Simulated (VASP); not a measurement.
# Na2Hf (Fd-3m) in VASP: notebook

The runs below take Na2Hf through single point, with PBE.

All numbers are computed with VASP 6.6.1; they aren't measurements. Logs are shortened: lines on timing, memory, paths and dates and some standing lists are left out, and cuts for length are marked.

### 1 The cell of the first run

The structure is cubic, space group Fd-3m (No. 227). The conventional cell has a = 7.895 Å, b = 7.895 Å, c = 7.895 Å, α = 90.00°, β = 90.00°, γ = 90.00°. Within 3.7 Å of Na (site symmetry -3m) lie 6 Na at 2.79 Å and 6 Hf at 3.27 Å. Within 4.3 Å of Hf (site symmetry -43m) lie 12 Na at 3.27 Å and 4 Hf at 3.42 Å.

### 2 Single point, PBE

INCAR reads:

```
  PREC = Accurate
  ENCUT = 520
  EDIFF = 1E-6
  ISMEAR = 0
  SIGMA = 0.1
  LREAL = False
  LASPH = True
  NELM = 60
  ALGO = Normal
  ISIF = 2
  LWAVE = False
  LCHARG = False
  GGA = PE
  NBANDS = 33
```

KPOINTS reads:

```
Automatic mesh
0
Gamma
  4 4 4
```

POSCAR reads:

```
Na2Hf
1.0
    0.0000000000      3.9477476885      3.9477476885
    3.9477476885      0.0000000000      3.9477476885
    3.9477476885      3.9477476885      0.0000000000
Na Hf
4 2
Direct
    0.6250000000      0.6250000000      0.6250000000
    0.1250000000      0.6250000000      0.6250000000
    0.6250000000      0.6250000000      0.1250000000
    0.6250000000      0.1250000000      0.6250000000
    0.0000000000      0.0000000000      0.0000000000
    0.2500000000      0.2500000000      0.2500000000
```

Potentials or basis: VASP PAW PBE potentials, release 64 (Na_pv, Hf_pv).

The run is started by

```bash
$ cat potpaw_PBE.64/Na_pv/POTCAR potpaw_PBE.64/Hf_pv/POTCAR > POTCAR
$ mpirun -np 1 vasp_std > vasp.out
```

OUTCAR:

```text
PREC = Accurate
   ENCUT = 520
   EDIFF = 1E-6
   ISMEAR = 0
   LREAL = False
   LASPH = True
   NELM = 60
   ISIF = 2
   GGA = PE

 ion  position               nearest neighbor table
   1  0.625  0.625  0.625-   2 2.79   3 2.79   4 2.79   3 2.79   4 2.79   2 2.79   6 3.27   5 3.27
                             6 3.27   5 3.27   6 3.27   5 3.27
   2  0.125  0.625  0.625-   1 2.79   3 2.79   4 2.79   1 2.79   3 2.79   4 2.79   6 3.27   5 3.27
                             5 3.27   6 3.27   5 3.27   6 3.27
   3  0.625  0.625  0.125-   1 2.79   1 2.79   2 2.79   4 2.79   4 2.79   2 2.79   6 3.27   5 3.27
                             6 3.27   5 3.27   6 3.27   5 3.27
   4  0.625  0.125  0.625-   1 2.79   3 2.79   1 2.79   2 2.79   3 2.79   2 2.79   6 3.27   5 3.27
                             6 3.27   5 3.27   6 3.27   5 3.27
   5  0.000  0.000  0.000-   1 3.27   1 3.27   1 3.27   2 3.27   3 3.27   4 3.27   4 3.27   2 3.27
                             4 3.27   3 3.27   2 3.27   3 3.27   6 3.42   6 3.42   6 3.42   6 3.42
   6  0.250  0.250  0.250-   2 3.27   3 3.27   4 3.27   1 3.27   1 3.27   1 3.27   2 3.27   2 3.27
                             3 3.27   4 3.27   3 3.27   4 3.27   5 3.42   5 3.42   5 3.42   5 3.42

  LATTYP: Found a face centered cubic cell.
 ALAT       =     7.8954953770

  Lattice vectors:

 A1 = (   0.0000000000,   3.9477476885,   3.9477476885)
 A2 = (   3.9477476885,   0.0000000000,   3.9477476885)
 A3 = (   3.9477476885,   3.9477476885,   0.0000000000)

Analysis of symmetry for initial positions (statically):
=====================================================================
 Subroutine PRICEL returns:
 Original cell was already a primitive cell.

 Routine SETGRP: Setting up the symmetry group for a
 face centered cubic supercell.

 Subroutine GETGRP returns: Found 48 space group operations
 (whereof 24 operations were pure point group operations)
 out of a pool of 48 trial point group operations.

The static configuration has the point symmetry T_d .
 The point group associated with its full space group is O_h .

Analysis of symmetry for dynamics (positions and initial velocities):
=====================================================================
 Subroutine PRICEL returns:
 Original cell was already a primitive cell.

 Routine SETGRP: Setting up the symmetry group for a
 face centered cubic supercell.

 Subroutine GETGRP returns: Found 48 space group operations
 (whereof 24 operations were pure point group operations)
 out of a pool of 48 trial point group operations.

The dynamic configuration has the point symmetry T_d .
 The point group associated with its full space group is O_h .

 Subroutine INISYM returns: Found 48 space group operations
 (whereof 24 operations are pure point group operations),
 and found     1 'primitive' translations

----------------------------------------------------------------------------------------

                                     Primitive cell

  volume of cell :     123.0490

  direct lattice vectors                    reciprocal lattice vectors
     0.000000000  3.947747688  3.947747688    -0.126654498  0.126654498  0.126654498
     3.947747688  0.000000000  3.947747688     0.126654498 -0.126654498  0.126654498
     3.947747688  3.947747688  0.000000000     0.126654498  0.126654498 -0.126654498

  length of vectors
     5.582958322  5.582958322  5.582958322     0.219372025  0.219372025  0.219372025

  position of ions in fractional coordinates (direct lattice)
     0.625000000  0.625000000  0.625000000
     0.125000000  0.625000000  0.625000000
     0.625000000  0.625000000  0.125000000
     0.625000000  0.125000000  0.625000000
     0.000000000  0.000000000  0.000000000
     0.250000000  0.250000000  0.250000000

  ion indices of the primitive-cell ions
   primitive index   ion index
                 1           1
                 2           2
                 3           3
                 4           4
                 5           5
                 6           6

----------------------------------------------------------------------------------------

 KPOINTS: Automatic mesh

Automatic generation of k-mesh.
 Grid dimensions read from file:
 generate k-points for:    4    4    4

 Generating k-lattice:

  Cartesian coordinates                     Fractional coordinates (reciprocal lattice)
    -0.031663624  0.031663624  0.031663624     0.250000000  0.000000000  0.000000000
     0.031663624 -0.031663624  0.031663624     0.000000000  0.250000000  0.000000000
     0.031663624  0.031663624 -0.031663624     0.000000000  0.000000000  0.250000000

  Length of vectors
     0.054843006  0.054843006  0.054843006

  Shift w.r.t. Gamma in fractional coordinates (k-lattice)
     0.000000000  0.000000000  0.000000000

 Subroutine IBZKPT returns following result:
 ===========================================

 Found      8 irreducible k-points:

 Following reciprocal coordinates:
            Coordinates               Weight
  0.000000  0.000000  0.000000      1.000000
  0.250000  0.000000  0.000000      8.000000
  0.500000  0.000000  0.000000      4.000000
  0.250000  0.250000  0.000000      6.000000
  0.500000  0.250000  0.000000     24.000000
 -0.250000  0.250000  0.000000     12.000000
  0.500000  0.500000  0.000000      3.000000
 -0.250000  0.500000  0.250000      6.000000
   k-points           NKPTS =      8   k-points in BZ     NKDIM =      8   number of bands    NBANDS=     33
   number of dos      NEDOS =    301   number of ions     NIONS =      6
   total plane-waves  NPLWV =  74088
   dimension x,y,z NGX =    42 NGY =   42 NGZ =   42
   dimension x,y,z NGXF=    84 NGYF=   84 NGZF=   84
   ions per type =               4   2
   NGX,Y,Z   is equivalent  to a cutoff of  12.51, 12.51, 12.51 a.u.
   NGXF,Y,Z  is equivalent  to a cutoff of  25.01, 25.01, 25.01 a.u.
 SYSTEM =  unknown system
   PREC   = accura    normal or accurate (medium, high low for compatibility)
   ISTART =      0    job   : 0-new  1-cont  2-samecut
   ICHARG =      2    charge: 1-file 2-atom 10-const
   ISPIN  =      1    spin polarized calculation?
   LNONCOLLINEAR =      F non collinear calculations
   LSORBIT =      F    spin-orbit coupling
   LASPH  =      T    aspherical Exc in radial PAW
   ENCUT  =  520.0 eV  38.22 Ry    6.18 a.u.  10.38 10.38 10.38*2*pi/ulx,y,z
   NELM   =     60;   NELMIN=  2; NELMDL= -5     # of ELM steps
   EDIFF  = 0.1E-05   stopping-criterion for ELM
   LREAL  =      F    real-space projection
   EDIFFG = 0.1E-04   stopping-criterion for IOM
   NSW    =      0    number of steps for IOM
   IBRION =     -1    ionic relax: 0-MD 1-quasi-New 2-CG
   NFREE  =      0    steps in history (QN), initial steepest desc. (CG)
   ISIF   =      2    stress and relaxation
   ISYM   =      2    0-nonsym 1-usesym 2-fastsym
   POTIM  = 0.5000    time-step for ionic-motion
   TEBEG  =    0.0;   TEEND  =   0.0 temperature during run
   PSTRESS=    0.0 pullay stress
   NELECT =      48.0000    total number of electrons
   NUPDOWN=      -1.0000    fix difference up-down
   EMIN   =  10.00;   EMAX   =-10.00  energy-range for DOS
   EFERMI =   0.00;   METHOD = LEGACY
   ISMEAR =     0;   SIGMA  =   0.10  broadening in eV -4-tet -1-fermi 0-gaus
   EFERMI_NEDOS =   21; number of points for ismear=-14 and -15
   IALGO  =     38    algorithm
   IMIX   =      4    mixing-type and parameters
     AMIX     =   0.40;   BMIX     =  1.00
     AMIX_MAG =   1.60;   BMIX_MAG =  1.00
  volume/ion in A,a.u.               =      20.51       138.40
  Fermi-wavevector in a.u.,A,eV,Ry     =   1.196178  2.260449 19.467789  1.430842
  Thomas-Fermi vector in A             =   2.332125
   LORBIT       =      0    0 simple, 1 ext, 2 COOP (PROOUT), +10 PAW based schemes
   GGA     = PE    functional components
   LHFCALC =     F    Hartree Fock is set to
   AEXX    =    0.0000 exact exchange contribution
   IVDW    =     0    specifies the selected vdW correction
   LEPSILON=     F    determine dielectric tensor
   LRPA    =     F    only Hartree local field effects (RPA)
 non-spin polarized calculation
 Gauss-broadening in eV      SIGMA  =   0.10
  energy-cutoff  :      520.00
  volume of cell :      123.05
 maximum number of plane-waves:      3329
 NGX is ok and might be reduce to    42
   NGX = 21   NGY = 21   NGZ = 21

 number of electron      47.9999975 magnetization

 Free energy of the ion-electron system (eV)
  ---------------------------------------------------
  ext. energy  EPLUGINS =         0.00000000
  ---------------------------------------------------
  free energy    TOTEN  =       -19.07035344 eV

  energy without entropy =      -18.97853762  energy(sigma->0) =      -19.02444553

 E-fermi :   3.4288     XC(G=0):  -9.5884

 val. band max:        3.4245047588   @ k =  -0.2500   0.2500   0.0000
 cond. band min:       3.4376768430   @ k =   0.5000   0.2500   0.0000
 fundamental gap:      0.0131720842
 Fermi energy:         3.4287802641

 k-point     1 :       0.0000    0.0000    0.0000
  band No.  band energies     occupation
      1     -27.6739      2.00000
      2     -27.6739      2.00000
      3     -27.6739      2.00000
      4     -27.5739      2.00000
      5     -27.5739      2.00000
      6     -27.5739      2.00000
[... 25 lines left out ...]
     32       7.5080      0.00000
     33       7.5080      0.00000

 k-point     2 :       0.2500    0.0000    0.0000
  band No.  band energies     occupation
      1     -27.6794      2.00000
      2     -27.6794      2.00000
      3     -27.6718      2.00000
      4     -27.5762      2.00000
      5     -27.5686      2.00000
      6     -27.5686      2.00000
[... 25 lines left out ...]
     32       7.0842      0.00000
     33       7.0844      0.00000
[... 178 lines left out ...]
     32       6.0153      0.00000
     33       7.6396      0.00000

 k-point     8 :      -0.2500    0.5000    0.2500
  band No.  band energies     occupation
      1     -27.6939      2.00000
      2     -27.6939      2.00000
      3     -27.6246      2.00000
      4     -27.6246      2.00000
      5     -27.5539      2.00000
      6     -27.5539      2.00000
[... 25 lines left out ...]
     32       5.8506      0.00000
     33       8.4247      0.00000

------------------------ aborting loop because EDIFF is reached ----------------------------------------

  FORCE on cell =-STRESS in cart. coord.  units (eV):
  Direction    XX          YY          ZZ          XY          YZ          ZX
  --------------------------------------------------------------------------------------
  -------------------------------------------------------------------------------------
  Total        7.5181169      7.5181169      7.5181169      0.0000000     -0.0000000      0.0000000
  in kB       97.8907139     97.8907139     97.8907139      0.0000000     -0.0000000      0.0000000
  external PRESSURE =      97.8907139 kB  Pullay stress =       0.0000000 kB

 VOLUME and BASIS-vectors are now :
 -----------------------------------------------------------------------------
  energy-cutoff  :      520.00
  volume of cell :      123.05
      direct lattice vectors                 reciprocal lattice vectors
     0.000000000  3.947747688  3.947747688    -0.126654498  0.126654498  0.126654498
     3.947747688  0.000000000  3.947747688     0.126654498 -0.126654498  0.126654498
     3.947747688  3.947747688  0.000000000     0.126654498  0.126654498 -0.126654498

 POSITION                                       TOTAL-FORCE (eV/Angst)
 -----------------------------------------------------------------------------------
      4.93468      4.93468      4.93468         0.000000     -0.000000     -0.000000
      4.93468      2.96081      2.96081         0.000000     -0.000000     -0.000000
      2.96081      2.96081      4.93468         0.000000     -0.000000     -0.000000
      2.96081      4.93468      2.96081         0.000000     -0.000000     -0.000000
      0.00000      0.00000      0.00000         0.000000      0.000000      0.000000
      1.97387      1.97387      1.97387        -0.000000     -0.000000     -0.000000
 -----------------------------------------------------------------------------------
    total drift:                                0.000000      0.000000      0.000000

  FREE ENERGIE OF THE ION-ELECTRON SYSTEM (eV)
  ---------------------------------------------------
  free  energy   TOTEN  =       -19.0703534356 eV

  energy  without entropy=      -18.9785376170  energy(sigma->0) =      -19.02444553
```

Wall time 37 s (1 thread of Intel Xeon Platinum 8259CL at 2.50GHz (Skylake/Cascade Lake), shared host); peak memory 0.25 GiB.

What came out:

```yaml
Free_energy: -19.0704 eV
Pressure: 9.8 GPa
Band_gap_on_the_k_mesh: zero (bands 24 and 25 overlap by 0.12 eV)
```

Levels at points of the mesh, in eV from the Fermi level:
```
           k point  band 20  band 21  band 22  band 23  band 24  band 25  band 26  band 27  band 28  band 29
(0.00, 0.00, 0.00)    -0.50    -0.50    -0.41    -0.41    -0.41     0.08     0.08     0.08     2.11     2.77
(0.50, 0.00, 0.00)    -3.03    -0.84    -0.84    -0.84    -0.05    -0.05     0.72     0.72     1.25     2.02
(0.50, 0.50, 0.00)    -3.09    -1.80    -1.80    -0.06    -0.06     0.15     0.15     0.95     0.95     2.15
```

Caveat: the cell stands under pressure; spin-orbit coupling is left out, which moves the levels of the heavy elements.

### 3 Single point, PBE

This run uses another cell than the first one, of 25.24 Å³/atom.

INCAR reads:

```
SYSTEM = Na2Hf
ALGO = Fast
EDIFF = 1E-7
ENCUT = 520
GGA = PE
ISIF = 2
ISMEAR = 0
LASPH = .True.
LCHARG = .False.
LREAL = .False.
LWAVE = .False.
NBANDS = 33
NELM = 100
PREC = Accurate
SIGMA = 0.1
```

KPOINTS reads:

```
k-points
0
Gamma
  4 4 4
  0 0 0
```

POSCAR, as its differences from that of step 2:

```diff
@@ -2,5 +2,5 @@
 1.0
-    0.0000000000      3.9477476885      3.9477476885
-    3.9477476885      0.0000000000      3.9477476885
-    3.9477476885      3.9477476885      0.0000000000
+    0.0000000000      4.2305218871      4.2305218871
+    4.2305218871      0.0000000000      4.2305218871
+    4.2305218871      4.2305218871      0.0000000000
 Na Hf
```

Potentials or basis: VASP PAW PBE potentials, release 64 (Na_pv, Hf_pv).

The run is started by

```bash
$ cat potpaw_PBE.64/Na_pv/POTCAR potpaw_PBE.64/Hf_pv/POTCAR > POTCAR
$ mpirun -np 1 vasp_std > vasp.out
```

OUTCAR:

```text
SYSTEM = Na2Hf
   EDIFF = 1E-7
   ENCUT = 520
   GGA = PE
   ISIF = 2
   ISMEAR = 0
   LASPH = .True.
   LREAL = .False.
   NELM = 100
   PREC = Accurate

 ion  position               nearest neighbor table
   1  0.625  0.625  0.625-
   2  0.125  0.625  0.625-
   3  0.625  0.625  0.125-
   4  0.625  0.125  0.625-
   5  0.000  0.000  0.000-   6 3.66   6 3.66   6 3.66   6 3.66
[... 478 lines left out ...]
  Direction    XX          YY          ZZ          XY          YZ          ZX
  --------------------------------------------------------------------------------------
  -------------------------------------------------------------------------------------
  Total        0.0688283      0.0688283      0.0688283     -0.0000000     -0.0000000      0.0000000
  in kB        0.7282255      0.7282255      0.7282255     -0.0000000     -0.0000000      0.0000000
  external PRESSURE =       0.7282255 kB  Pullay stress =       0.0000000 kB

 VOLUME and BASIS-vectors are now :
 -----------------------------------------------------------------------------
  energy-cutoff  :      520.00
  volume of cell :      151.43
      direct lattice vectors                 reciprocal lattice vectors
     0.000000000  4.230521887  4.230521887    -0.118188728  0.118188728  0.118188728
     4.230521887  0.000000000  4.230521887     0.118188728 -0.118188728  0.118188728
     4.230521887  4.230521887  0.000000000     0.118188728  0.118188728 -0.118188728

 POSITION                                       TOTAL-FORCE (eV/Angst)
 -----------------------------------------------------------------------------------
      5.28815      5.28815      5.28815        -0.000000     -0.000000     -0.000000
      5.28815      3.17289      3.17289        -0.000000     -0.000000     -0.000000
      3.17289      3.17289      5.28815        -0.000000     -0.000000     -0.000000
      3.17289      5.28815      3.17289        -0.000000     -0.000000     -0.000000
      0.00000      0.00000      0.00000        -0.000000     -0.000000      0.000000
      2.11526      2.11526      2.11526         0.000000      0.000000      0.000000
 -----------------------------------------------------------------------------------
    total drift:                                0.000000      0.000000      0.000000

  FREE ENERGIE OF THE ION-ELECTRON SYSTEM (eV)
  ---------------------------------------------------
  free  energy   TOTEN  =       -19.8150605445 eV

  energy  without entropy=      -19.7110088743  energy(sigma->0) =      -19.76303471
```

OSZICAR:

```text
N       E                     dE             d eps       ncg     rms          rms(c)
DAV:   1     0.403852161681E+03    0.40385E+03   -0.24911E+04   528   0.155E+03
DAV:   2     0.805388221633E+01   -0.39580E+03   -0.38615E+03   528   0.429E+02
DAV:   3    -0.201014149142E+02   -0.28155E+02   -0.27148E+02   644   0.119E+02
[... 13 lines left out ...]
RMM:  17    -0.198150596764E+02   -0.10419E-05   -0.11521E-05   649   0.604E-03    0.943E-03
RMM:  18    -0.198150601954E+02   -0.51902E-06   -0.44994E-06   591   0.295E-03    0.882E-03
RMM:  19    -0.198150602797E+02   -0.84319E-07   -0.21659E-06   573   0.200E-03    0.461E-03
RMM:  20    -0.198150604466E+02   -0.16690E-06   -0.10636E-06   542   0.174E-03    0.517E-03
RMM:  21    -0.198150605445E+02   -0.97871E-07   -0.43525E-07   388   0.106E-03
   1 F= -.19815061E+02 E0= -.19763035E+02  d E =-.104052E+00
```

Run time: 91 s. Hardware: 1 thread of Intel Xeon Platinum 8259CL at 2.50GHz (Skylake/Cascade Lake), shared host; peak memory 0.32 GiB.

Results:

* Free energy: -19.8151 eV
* Pressure: 0.1 GPa
* Band gap on the k mesh: zero (bands 24 and 25 overlap by 0.08 eV)

Caveat: spin-orbit coupling is left out, which moves the levels of the heavy elements.
